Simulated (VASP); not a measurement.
Input of a VASP 6.6.1 run:

The input INCAR:

```
SYSTEM = LiCl
PREC = Accurate ; ENCUT = 520
EDIFF = 1E-6 ; ISMEAR = 0
SIGMA = 0.02 ; LREAL = .False.
LASPH = .True. ; NELM = 80
ALGO = Normal ; ISIF = 2
LWAVE = .False. ; LCHARG = .False.
GGA = PE ; NBANDS = 18
```

KPOINTS

```
Automatic mesh
0
Gamma
  9 9 4
  0 0 0
```

Contents of POSCAR:

```
LiCl
1.0
    3.9248822083      0.0000000000      0.0000000000
   -1.9624411042      3.3990476993      0.0000000000
    0.0000000000      0.0000000000      6.3571610000
Li Cl
2 2
Direct
    0.6666666700      0.3333333300      0.8760170000
    0.3333333300      0.6666666700      0.3760170000
    0.6666666700      0.3333333300      0.4989840000
    0.3333333300      0.6666666700      1.0343771574
```

Potentials or basis: VASP PAW PBE potentials, release 64 (Li_sv, Cl).

Launch:

```sh
$ cat potpaw_PBE.64/Li_sv/POTCAR potpaw_PBE.64/Cl/POTCAR > POTCAR
$ mpirun -np 1 vasp_std > vasp.out
```

Task: Estimate the largest force.

Result: 1.023 eV/Å.

Task: Predict the band gap on the k mesh.

Result: 5.83 eV, direct.

Forces in eV/Å, atoms in the order of the input:
```
Li   0.000  0.000  0.198
Li   0.000  0.000  0.540
Cl   0.000  0.000  0.285
Cl   0.000  0.000 -1.023
```

Caveat: the cell differs from its parent crystal (one atom moved); forces of over 1 eV/Å act on the atoms, so gaps and moduli don't describe the material at rest. A k mesh can miss the band edges.
